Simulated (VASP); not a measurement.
A run of VASP 6.6.1 is set up as follows.

Contents of INCAR:

```
PREC = Accurate
ENCUT = 520
EDIFF = 1E-7
ISMEAR = 0
SIGMA = 0.1
LREAL = F
LASPH = T
NELM = 100
ALGO = Normal
ISIF = 2
LWAVE = F
LCHARG = F
LDIPOL = T
IDIPOL = 3
DIPOL = 0.5 0.5 0.308
GGA = PE
NBANDS = 47
```

Contents of KPOINTS:

```
Automatic mesh
0
Gamma
  6 6 1
```

POSCAR

```
Ti3H
1.0
    4.6039800811      0.0000000000      0.0000000000
   -2.3019900405      3.9871637087      0.0000000000
    0.0000000000      0.0000000000     22.4969948581
Ti H
6 2
Direct
    0.6666666667      0.3333333333      0.1778015253
    0.3333333333      0.6666666667      0.2195752601
    0.0000000000      0.0000000000      0.2613489950
    0.6666666667      0.3333333333      0.2980583739
    0.3333333333      0.6666666667      0.3304600279
    0.0000000000      0.0000000000      0.3776946615
    0.2173987909      0.7826012091      0.3976973331
    0.4492678757      0.5507321243      0.3976973331
```

Potentials or basis: VASP PAW PBE potentials, release 64 (Ti_sv, H).

Run with:

```console
$ cat potpaw_PBE.64/Ti_sv/POTCAR potpaw_PBE.64/H/POTCAR > POTCAR
$ mpirun -np 1 vasp_std > vasp.out
```

(1) Estimate the largest force.

(2) What does it give for the band gap on the k mesh?

## Answers

(1) 0.972 eV/Å.

(2) zero (band 37 reaches -0.22 eV, above the bottom of band 38 at -0.35 eV).
